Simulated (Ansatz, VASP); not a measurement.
**Two plane-wave programs on C**

Contents of POSCAR:

```
C
1.0
    0.0000000000      1.7801243556      1.7801243556
    1.7801243556      0.0000000000      1.7801243556
    1.7801243556      1.7801243556      0.0000000000
C
2
Direct
    0.0000000000      0.0000000000      0.0000000000
    0.2500000000      0.2500000000      0.2500000000
```

INCAR.step1

```
PREC = Accurate
ENCUT = 660
ISMEAR = 0
SIGMA = 0.01
LREAL = F
LASPH = T
NELM = 120
NBANDS = 11
GGA = PE
ALGO = Normal
EDIFF = 1E-5
LWAVE = T
LCHARG = F
GGA_COMPAT = F
```

Contents of INCAR.step2:

```
PREC = Accurate
ENCUT = 660
EDIFF = 1E-6
ISMEAR = 0
SIGMA = 0.01
LREAL = F
LASPH = T
NELM = 120
ALGO = Normal
ISIF = 2
LWAVE = F
LCHARG = T
METAGGA = R2SCAN
LMIXTAU = T
LELF = T
LVHAR = T
NBANDS = 11
ISTART = 1
GGA_COMPAT = F
```

Contents of KPOINTS:

```
regular mesh
0
Gamma
  10 10 10
```

Input for Ansatz:

```yaml
crystal:
  lattice:
    - [0.0, 1.7801243556, 1.7801243556]
    - [1.7801243556, 0.0, 1.7801243556]
    - [1.7801243556, 1.7801243556, 0.0]
  atoms:
    - { symbol: C, position: [0.0, 0.0, 0.0] }
    - { symbol: C, position: [0.25, 0.25, 0.25] }
kpoints:
  mp_grid: { grid: [10, 10, 10] }
hamiltonian:
  xc: r2scan
scf:
  occupations: { method: fixed }
  n_extra_bands: 4
output:
  forces: true
  stress: true
  eigenvalues: true
```

Alike in both runs: task single point; functional r2SCAN; k mesh 10 × 10 × 10; no spin polarisation.

```csv
,VASP,Ansatz
version,VASP 6.6.1,Ansatz 0.2.0
potentials or method,"VASP PAW PBE potentials, release 64 (C)","plane waves, PAW"
plane-wave cutoff (eV),660,500
occupations,"gaussian, width 0.01 eV",fixed
valence electrons in the cell,8,8
```

|  | VASP | Ansatz | Ansatz less VASP |
| --- | --- | --- | --- |
| gap on the k mesh at the Fermi level (eV) | 4.38 | 4.41 | +0.026 |
| pressure (GPa) | 0.1 | 0.0 | -0.13 |

VASP's potentials were made for PBE, not for r2SCAN.
